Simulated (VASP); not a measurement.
# PbF2 (Fm-3m) in VASP: further runs

The runs below take PbF2 through single point, relaxation of cell and atoms, with PBEsol.

All numbers are computed with VASP 6.6.1; they aren't measurements. Logs are shortened: lines on timing, memory, paths and dates and some standing lists are left out, and cuts for length are marked.

## (1) The cell of the first run

Symmetry: Fm-3m, No. 225, cubic system. Conventional cell: a = 5.850 Å, b = 5.850 Å, c = 5.850 Å, α = 90.00°, β = 90.00°, γ = 90.00°. Pb (site symmetry m-3m) has 8 F at 2.53 Å within 3.3 Å. F (site symmetry -43m) has 4 Pb at 2.53 Å and 6 F at 2.93 Å within 3.3 Å.

## (2) Single point, PBEsol

INCAR reads:

```
SYSTEM = PbF2
PREC = Accurate
ENCUT = 520
EDIFF = 1E-6
ISMEAR = 0
SIGMA = 0.01
LREAL = .False.
LASPH = .True.
NELM = 80
ALGO = Normal
ISIF = 2
LWAVE = .False.
LCHARG = .False.
GGA = PS
NBANDS = 21
```

KPOINTS reads:

```
regular mesh
0
Gamma
  6 6 6
  0 0 0
```

POSCAR reads:

```
PbF2
1.0
    0.0000000000      2.9251799565      2.9251799565
    2.9251799565      0.0000000000      2.9251799565
    2.9251799565      2.9251799565      0.0000000000
Pb F
1 2
Direct
    0.0000000000      0.0000000000      0.0000000000
    0.2500000000      0.2500000000      0.2500000000
    0.7500000000      0.7500000000      0.7500000000
```

Potentials or basis: VASP PAW PBE potentials, release 64 (Pb_d, F).

On the command line:

```bash
$ cat potpaw_PBE.64/Pb_d/POTCAR potpaw_PBE.64/F/POTCAR > POTCAR
$ mpirun -np 1 vasp_std > vasp.out
```

OUTCAR:

```text
SYSTEM = PbF2
   PREC = Accurate
   ENCUT = 520
   EDIFF = 1E-6
   ISMEAR = 0
   LREAL = .False.
   LASPH = .True.
   NELM = 80
   ISIF = 2
   GGA = PS

 ion  position               nearest neighbor table
   1  0.000  0.000  0.000-   3 2.53   3 2.53   2 2.53   3 2.53   2 2.53   2 2.53   3 2.53   2 2.53

   2  0.250  0.250  0.250-   1 2.53   1 2.53   1 2.53   1 2.53
   3  0.750  0.750  0.750-   1 2.53   1 2.53   1 2.53   1 2.53

  LATTYP: Found a face centered cubic cell.
 ALAT       =     5.8503599130

  Lattice vectors:

 A1 = (   0.0000000000,   2.9251799565,   2.9251799565)
 A2 = (   2.9251799565,   0.0000000000,   2.9251799565)
 A3 = (   2.9251799565,   2.9251799565,   0.0000000000)

Analysis of symmetry for initial positions (statically):
=====================================================================
 Subroutine PRICEL returns:
 Original cell was already a primitive cell.

 Routine SETGRP: Setting up the symmetry group for a
 face centered cubic supercell.

 Subroutine GETGRP returns: Found 48 space group operations
 (whereof 48 operations were pure point group operations)
 out of a pool of 48 trial point group operations.

The static configuration has the point symmetry O_h .

Analysis of symmetry for dynamics (positions and initial velocities):
=====================================================================
 Subroutine PRICEL returns:
 Original cell was already a primitive cell.

 Routine SETGRP: Setting up the symmetry group for a
 face centered cubic supercell.

 Subroutine GETGRP returns: Found 48 space group operations
 (whereof 48 operations were pure point group operations)
 out of a pool of 48 trial point group operations.

The dynamic configuration has the point symmetry O_h .

 Subroutine INISYM returns: Found 48 space group operations
 (whereof 48 operations are pure point group operations),
 and found     1 'primitive' translations

----------------------------------------------------------------------------------------

                                     Primitive cell

  volume of cell :      50.0596

  direct lattice vectors                    reciprocal lattice vectors
     0.000000000  2.925179957  2.925179957    -0.170929655  0.170929655  0.170929655
     2.925179957  0.000000000  2.925179957     0.170929655 -0.170929655  0.170929655
     2.925179957  2.925179957  0.000000000     0.170929655  0.170929655 -0.170929655

  length of vectors
     4.136829167  4.136829167  4.136829167     0.296058847  0.296058847  0.296058847

  position of ions in fractional coordinates (direct lattice)
     0.000000000  0.000000000  0.000000000
     0.250000000  0.250000000  0.250000000
     0.750000000  0.750000000  0.750000000

  ion indices of the primitive-cell ions
   primitive index   ion index
                 1           1
                 2           2
                 3           3

----------------------------------------------------------------------------------------

 KPOINTS: regular mesh

Automatic generation of k-mesh.
 Grid dimensions read from file:
 generate k-points for:    6    6    6

 Generating k-lattice:

  Cartesian coordinates                     Fractional coordinates (reciprocal lattice)
    -0.028488276  0.028488276  0.028488276     0.166666667  0.000000000  0.000000000
     0.028488276 -0.028488276  0.028488276     0.000000000  0.166666667  0.000000000
     0.028488276  0.028488276 -0.028488276     0.000000000  0.000000000  0.166666667

  Length of vectors
     0.049343141  0.049343141  0.049343141

  Shift w.r.t. Gamma in fractional coordinates (k-lattice)
     0.000000000  0.000000000  0.000000000

 Subroutine IBZKPT returns following result:
 ===========================================

 Found     16 irreducible k-points:

 Following reciprocal coordinates:
            Coordinates               Weight
  0.000000  0.000000  0.000000      1.000000
  0.166667  0.000000  0.000000      8.000000
  0.333333  0.000000  0.000000      8.000000
  0.500000  0.000000  0.000000      4.000000
  0.166667  0.166667  0.000000      6.000000
  0.333333  0.166667  0.000000     24.000000
[... 8 lines left out ...]
 -0.333333  0.333333  0.166667     24.000000
 -0.333333  0.500000  0.166667     12.000000
   k-points           NKPTS =     16   k-points in BZ     NKDIM =     16   number of bands    NBANDS=     21
   number of dos      NEDOS =    301   number of ions     NIONS =      3
   total plane-waves  NPLWV =  32768
   dimension x,y,z NGX =    32 NGY =   32 NGZ =   32
   dimension x,y,z NGXF=    64 NGYF=   64 NGZF=   64
   ions per type =               1   2
   NGX,Y,Z   is equivalent  to a cutoff of  12.86, 12.86, 12.86 a.u.
   NGXF,Y,Z  is equivalent  to a cutoff of  25.72, 25.72, 25.72 a.u.
 SYSTEM =  PbF2
   PREC   = accura    normal or accurate (medium, high low for compatibility)
   ISTART =      0    job   : 0-new  1-cont  2-samecut
   ICHARG =      2    charge: 1-file 2-atom 10-const
   ISPIN  =      1    spin polarized calculation?
   LNONCOLLINEAR =      F non collinear calculations
   LSORBIT =      F    spin-orbit coupling
   LASPH  =      T    aspherical Exc in radial PAW
   ENCUT  =  520.0 eV  38.22 Ry    6.18 a.u.   7.69  7.69  7.69*2*pi/ulx,y,z
   NELM   =     80;   NELMIN=  2; NELMDL= -5     # of ELM steps
   EDIFF  = 0.1E-05   stopping-criterion for ELM
   LREAL  =      F    real-space projection
   EDIFFG = 0.1E-04   stopping-criterion for IOM
   NSW    =      0    number of steps for IOM
   IBRION =     -1    ionic relax: 0-MD 1-quasi-New 2-CG
   NFREE  =      0    steps in history (QN), initial steepest desc. (CG)
   ISIF   =      2    stress and relaxation
   ISYM   =      2    0-nonsym 1-usesym 2-fastsym
   POTIM  = 0.5000    time-step for ionic-motion
   TEBEG  =    0.0;   TEEND  =   0.0 temperature during run
   PSTRESS=    0.0 pullay stress
   NELECT =      28.0000    total number of electrons
   NUPDOWN=      -1.0000    fix difference up-down
   EMIN   =  10.00;   EMAX   =-10.00  energy-range for DOS
   EFERMI =   0.00;   METHOD = LEGACY
   ISMEAR =     0;   SIGMA  =   0.01  broadening in eV -4-tet -1-fermi 0-gaus
   EFERMI_NEDOS =   21; number of points for ismear=-14 and -15
   IALGO  =     38    algorithm
   IMIX   =      4    mixing-type and parameters
     AMIX     =   0.40;   BMIX     =  1.00
     AMIX_MAG =   1.60;   BMIX_MAG =  1.00
  volume/ion in A,a.u.               =      16.69       112.61
  Fermi-wavevector in a.u.,A,eV,Ry     =   1.348854  2.548964 24.754534  1.819407
  Thomas-Fermi vector in A             =   2.476489
   LORBIT       =      0    0 simple, 1 ext, 2 COOP (PROOUT), +10 PAW based schemes
   GGA     = PS    functional components
   LHFCALC =     F    Hartree Fock is set to
   AEXX    =    0.0000 exact exchange contribution
   IVDW    =     0    specifies the selected vdW correction
   LEPSILON=     F    determine dielectric tensor
   LRPA    =     F    only Hartree local field effects (RPA)
 non-spin polarized calculation
 Gauss-broadening in eV      SIGMA  =   0.01
  energy-cutoff  :      520.00
  volume of cell :       50.06
 maximum number of plane-waves:      1363
   NGX = 15   NGY = 15   NGZ = 15

 number of electron      27.9999987 magnetization

 Free energy of the ion-electron system (eV)
  ---------------------------------------------------
  ext. energy  EPLUGINS =         0.00000000
  ---------------------------------------------------
  free energy    TOTEN  =       -14.92806378 eV

  energy without entropy =      -14.92806378  energy(sigma->0) =      -14.92806378

 E-fermi :   2.2743     XC(G=0):  -9.8636

 val. band max:        2.2052445756   @ k =  -0.3333   0.3333   0.1667
 cond. band min:       6.5240279451   @ k =   0.5000   0.5000   0.0000
 fundamental gap:      4.3187833695
 Fermi energy:         2.2743401920

 k-point     1 :       0.0000    0.0000    0.0000
  band No.  band energies     occupation
      1     -19.0780      2.00000
      2     -18.3633      2.00000
      3     -12.1900      2.00000
      4     -12.1900      2.00000
      5     -12.1900      2.00000
      6     -12.1066      2.00000
[... 13 lines left out ...]
     20      17.2817      0.00000
     21      19.8447      0.00000

 k-point     2 :       0.1667    0.0000    0.0000
  band No.  band energies     occupation
      1     -19.0182      2.00000
      2     -18.4178      2.00000
      3     -12.1774      2.00000
      4     -12.1774      2.00000
      5     -12.1233      2.00000
      6     -12.1060      2.00000
[... 13 lines left out ...]
     20      16.6609      0.00000
     21      18.8007      0.00000

 k-point     3 :       0.3333    0.0000    0.0000
  band No.  band energies     occupation
      1     -18.8751      2.00000
      2     -18.5454      2.00000
      3     -12.1648      2.00000
      4     -12.1648      2.00000
      5     -12.0916      2.00000
      6     -12.0916      2.00000
[... 13 lines left out ...]
     20      16.0633      0.00000
     21      17.2261      0.00000

 k-point     4 :       0.5000    0.0000    0.0000
  band No.  band energies     occupation
      1     -18.7485      2.00000
      2     -18.6616      2.00000
      3     -12.1648      2.00000
      4     -12.1648      2.00000
      5     -12.0780      2.00000
      6     -12.0780      2.00000
[... 13 lines left out ...]
     20      15.9016      0.00000
     21      16.5784      0.00000

 k-point     5 :       0.1667    0.1667    0.0000
  band No.  band energies     occupation
      1     -18.9996      2.00000
      2     -18.4333      2.00000
      3     -12.1637      2.00000
      4     -12.1637      2.00000
      5     -12.1169      2.00000
      6     -12.1154      2.00000
[... 13 lines left out ...]
     20      17.5234      0.00000
     21      18.8526      0.00000
[... 190 lines left out ...]
     20      18.7155      0.00000
     21      19.5139      0.00000

 k-point    14 :       0.5000    0.3333    0.1667
  band No.  band energies     occupation
      1     -18.7948      2.00000
      2     -18.6078      2.00000
      3     -12.1348      2.00000
      4     -12.1143      2.00000
      5     -12.1054      2.00000
      6     -12.0575      2.00000
[... 13 lines left out ...]
     20      18.1690      0.00000
     21      19.0594      0.00000

 k-point    15 :      -0.3333    0.3333    0.1667
  band No.  band energies     occupation
      1     -18.7075      2.00000
      2     -18.6857      2.00000
      3     -12.1326      2.00000
      4     -12.1123      2.00000
      5     -12.0864      2.00000
      6     -12.0270      2.00000
[... 13 lines left out ...]
     20      18.7232      0.00000
     21      18.7724      0.00000

 k-point    16 :      -0.3333    0.5000    0.1667
  band No.  band energies     occupation
      1     -18.7232      2.00000
      2     -18.6634      2.00000
      3     -12.1394      2.00000
      4     -12.0895      2.00000
      5     -12.0812      2.00000
      6     -12.0406      2.00000
[... 13 lines left out ...]
     20      17.5820      0.00000
     21      18.7192      0.00000

------------------------ aborting loop because EDIFF is reached ----------------------------------------

  FORCE on cell =-STRESS in cart. coord.  units (eV):
  Direction    XX          YY          ZZ          XY          YZ          ZX
  --------------------------------------------------------------------------------------
  -------------------------------------------------------------------------------------
  Total        0.5547229      0.5547229      0.5547229     -0.0000000      0.0000000      0.0000000
  in kB       17.7541117     17.7541117     17.7541117     -0.0000000      0.0000000      0.0000000
  external PRESSURE =      17.7541117 kB  Pullay stress =       0.0000000 kB

 VOLUME and BASIS-vectors are now :
 -----------------------------------------------------------------------------
  energy-cutoff  :      520.00
  volume of cell :       50.06
      direct lattice vectors                 reciprocal lattice vectors
     0.000000000  2.925179957  2.925179957    -0.170929655  0.170929655  0.170929655
     2.925179957  0.000000000  2.925179957     0.170929655 -0.170929655  0.170929655
     2.925179957  2.925179957  0.000000000     0.170929655  0.170929655 -0.170929655

 POSITION                                       TOTAL-FORCE (eV/Angst)
 -----------------------------------------------------------------------------------
      0.00000      0.00000      0.00000        -0.000000      0.000000     -0.000000
      1.46259      1.46259      1.46259         0.000000      0.000000      0.000000
      4.38777      4.38777      4.38777        -0.000000     -0.000000     -0.000000
 -----------------------------------------------------------------------------------
    total drift:                                0.000000     -0.000000      0.000000

  FREE ENERGIE OF THE ION-ELECTRON SYSTEM (eV)
  ---------------------------------------------------
  free  energy   TOTEN  =       -14.9280637798 eV

  energy  without entropy=      -14.9280637798  energy(sigma->0) =      -14.92806378
```

Run time: 22 s. Hardware: 1 thread of Intel Xeon 8259CL, shared host; peak memory 0.17 GiB.

Results:

| Item | Value |
| --- | --- |
| Free energy | -14.9281 eV |
| Pressure | 1.8 GPa |
| Band gap on the k mesh | 4.32 eV (least direct gap 4.45 eV) |

Levels at points of the mesh, in eV from the valence-band top:
| k point | band 12 | band 13 | band 14 | band 15 | band 16 | band 17 |
| --- | --- | --- | --- | --- | --- | --- |
| (0.00, 0.00, 0.00) | -2.20 | -2.20 | -2.20 | 6.73 | 6.73 | 6.73 |
| (0.50, 0.00, 0.00) | -2.37 | -2.37 | -0.02 | 4.95 | 7.73 | 7.73 |
| (0.50, 0.50, 0.00) | -1.74 | -1.74 | -0.13 | 4.32 | 7.99 | 7.99 |

Caveat: the PAW data sets were made with another functional, which shifts forces and pressure a little; spin-orbit coupling is left out, which moves the levels of the heavy elements. A k mesh can miss the band edges.

## (3) Relaxation of cell and atoms, PBEsol, target pressure 1 GPa, at which the enthalpy is minimised

This run uses another cell than the first one, of 17.10 Å³/atom.

INCAR reads:

```
SYSTEM = PbF2
ALGO = Normal ; EDIFF = 1E-7
EDIFFG = -0.002 ; ENCUT = 600
GGA = PS ; IBRION = 2
ISIF = 3 ; ISMEAR = 0
LASPH = .True. ; LCHARG = .False.
LREAL = .False. ; LWAVE = .False.
NELM = 100 ; NSW = 100
PREC = Accurate ; PSTRESS = 10.0
SIGMA = 0.01
```

KPOINTS reads:

```
k-points
0
Gamma
  6 6 6
  0 0 0
```

POSCAR reads:

```
PbF2
1.0
    0.0000000000      2.9493366667      2.9493366667
    2.9493366667      0.0000000000      2.9493366667
    2.9493366667      2.9493366667      0.0000000000
Pb F
1 2
Direct
    0.0000000000      0.0000000000      0.0000000000
    0.2500000000      0.2500000000      0.2500000000
    0.7500000000      0.7500000000      0.7500000000
```

Potentials or basis: VASP PAW PBE potentials, release 64 (Pb_d, F).

On the command line:

```bash
$ cat potpaw_PBE.64/Pb_d/POTCAR potpaw_PBE.64/F/POTCAR > POTCAR
$ mpirun -np 1 vasp_std > vasp.out
```

Run time: 84 s. Hardware: 1 thread of Intel Xeon 8259CL, shared host; peak memory 0.21 GiB.

It converged, with:

| Property | Result |
| --- | --- |
| Free energy | -14.9381 eV |
| Relaxed volume | 16.84 Å³/atom |
| Relaxed cell | a = 4.149 Å, b = 4.149 Å, c = 4.149 Å, α = 60.00°, β = 60.00°, γ = 60.00° |
| Space group after relaxing (to 0.1 Å) | Fm-3m (No. 225) |
| Energy change on relaxing (the run minimises the enthalpy) | +0.6 meV/atom |
| Ionic steps | 3 |
| Pressure after relaxing | 1.0 GPa |
| Band gap on the k mesh | 4.32 eV (least direct gap 4.45 eV) |

Step by step:
| step | energy change (eV) | largest force (eV/Å) | pressure (GPa) | volume (Å³) |
| --- | --- | --- | --- | --- |
| 1 | 0.0000 | 0.0000 | -0.22 | 51.31 |
| 2 | 0.0031 | 0.0000 | 1.27 | 50.35 |
| 3 | 0.0019 | 0.0000 | 1.00 | 50.51 |

Final structure:
```
Pb F
1.0
     0.00000    2.93398    2.93398
     2.93398    0.00000    2.93398
     2.93398    2.93398    0.00000
Pb F
1 2
Direct
  0.00000 0.00000 0.00000
  0.25000 0.25000 0.25000
  0.75000 0.75000 0.75000
```

Levels at points of the mesh, in eV from the valence-band top:
```tsv
k point	band 10	band 11	band 12	band 13	band 14	band 15	band 16	band 17	band 18
(0.00, 0.00, 0.00)	-2.65	-2.65	-2.15	-2.15	-2.15	6.72	6.72	6.72	10.60
(0.50, 0.00, 0.00)	-2.89	-2.89	-2.31	-2.31	-0.02	4.95	7.70	7.70	13.14
(0.50, 0.50, 0.00)	-3.82	-1.70	-1.69	-1.69	-0.13	4.32	7.96	7.96	8.77
```

Caveat: the cell is relaxed towards a set pressure, so the run minimises the enthalpy, not the energy; the PAW data sets were made with another functional, which shifts forces and pressure a little; spin-orbit coupling is left out, which moves the levels of the heavy elements. A k mesh can miss the band edges.

## (4) Relaxation of cell and atoms, PBEsol, target pressure 2 GPa, at which the enthalpy is minimised

This run uses another cell than the first one, of 17.10 Å³/atom.

INCAR reads:

```
ALGO = Normal
EDIFF = 1E-6
EDIFFG = -0.002
ENCUT = 600
GGA = PS
IBRION = 2
ISIF = 3
ISMEAR = 0
LASPH = True
LCHARG = False
LREAL = False
LWAVE = False
NELM = 100
NSW = 100
PREC = Accurate
PSTRESS = 20.0
SIGMA = 0.01
```

KPOINTS reads:

```
k-points
0
Gamma
  6 6 6
```

POSCAR is that of step 3.

On the command line:

```bash
$ cat potpaw_PBE.64/Pb_d/POTCAR potpaw_PBE.64/F/POTCAR > POTCAR
$ mpirun -np 1 vasp_std > vasp.out
```

Run time: 69 s. Hardware: 1 thread of Intel Xeon 8259CL, shared host; peak memory 0.22 GiB.

The run converged. Its results:

| Item | Value |
| --- | --- |
| Free energy | -14.9325 eV |
| Relaxed volume | 16.64 Å³/atom |
| Relaxed cell | a = 4.133 Å, b = 4.133 Å, c = 4.133 Å, α = 60.00°, β = 60.00°, γ = 60.00° |
| Space group after relaxing (to 0.1 Å) | Fm-3m (No. 225) |
| Energy change on relaxing (the run minimises the enthalpy) | +2.5 meV/atom |
| Ionic steps | 3 |
| Pressure after relaxing | 2.0 GPa |
| Band gap on the k mesh | 4.32 eV (least direct gap 4.45 eV) |

Step by step:
| step | energy change (eV) | largest force (eV/Å) | pressure (GPa) | volume (Å³) |
| --- | --- | --- | --- | --- |
| 1 | 0.0000 | 0.0000 | -0.22 | 51.31 |
| 2 | 0.0124 | 0.0000 | 2.60 | 49.57 |
| 3 | 0.0075 | 0.0000 | 2.00 | 49.91 |

Final structure:
```yaml
crystal:
  lattice:
    - [0.00000, 2.92229, 2.92229]
    - [2.92229, 0.00000, 2.92229]
    - [2.92229, 2.92229, 0.00000]
  atoms:
    - { symbol: Pb, position: [0.00000, 0.00000, 0.00000] }
    - { symbol: F, position: [0.25000, 0.25000, 0.25000] }
    - { symbol: F, position: [0.75000, 0.75000, 0.75000] }
```

Levels at points of the mesh, in eV from the valence-band top:
| k point | band 11 | band 12 | band 13 | band 14 | band 15 | band 16 | band 17 | band 18 |
| --- | --- | --- | --- | --- | --- | --- | --- | --- |
| (0.00, 0.00, 0.00) | -2.73 | -2.22 | -2.22 | -2.22 | 6.73 | 6.73 | 6.73 | 10.63 |
| (0.50, 0.00, 0.00) | -2.99 | -2.39 | -2.39 | -0.02 | 4.95 | 7.74 | 7.74 | 13.16 |
| (0.50, 0.50, 0.00) | -1.77 | -1.76 | -1.76 | -0.13 | 4.32 | 8.00 | 8.00 | 8.74 |

Caveat: the cell is relaxed towards a set pressure, so the run minimises the enthalpy, not the energy; the PAW data sets were made with another functional, which shifts forces and pressure a little; spin-orbit coupling is left out, which moves the levels of the heavy elements.

(Continued in part 2 of 2.)
